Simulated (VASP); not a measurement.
Input of a VASP 6.6.1 run:

INCAR

```
PREC = Accurate ; ENCUT = 520
EDIFF = 1E-6 ; ISMEAR = 0
SIGMA = 0.02 ; LREAL = False
LASPH = True ; NELM = 60
ALGO = Normal ; ISIF = 2
LWAVE = False ; LCHARG = False
GGA = PE ; NBANDS = 14
```

File KPOINTS:

```
regular mesh
0
Gamma
  8 8 8
```

POSCAR

```
NaCl
1.0
    0.1145726050      2.8852700750      2.9423015200
    2.8361958475      0.0647338050      2.9921403200
    2.8014219575      2.9003349850      0.0995076950
Na Cl
1 1
Direct
    0.0295100203     -0.0166699038     -0.0036002472
    0.4704899797      0.5166699038      0.5036002472
```

Potentials or basis: VASP PAW PBE potentials, release 64 (Na_pv, Cl).

The run is started by

```sh
$ cat potpaw_PBE.64/Na_pv/POTCAR potpaw_PBE.64/Cl/POTCAR > POTCAR
$ mpirun -np 1 vasp_std > vasp.out
```

What does it give for the pressure?

0.6 GPa.

Predict the largest force.

0.264 eV/Å.

Predict the band gap on the k mesh.

4.89 eV.

Stress tensor (GPa, compression positive):
```
 1.76 -0.22 -0.58
-0.22  0.53 -0.28
-0.58 -0.28 -0.59
```

Caveat: the cell differs from its parent crystal (atoms moved at random and the cell strained at random). A k mesh can miss the band edges.
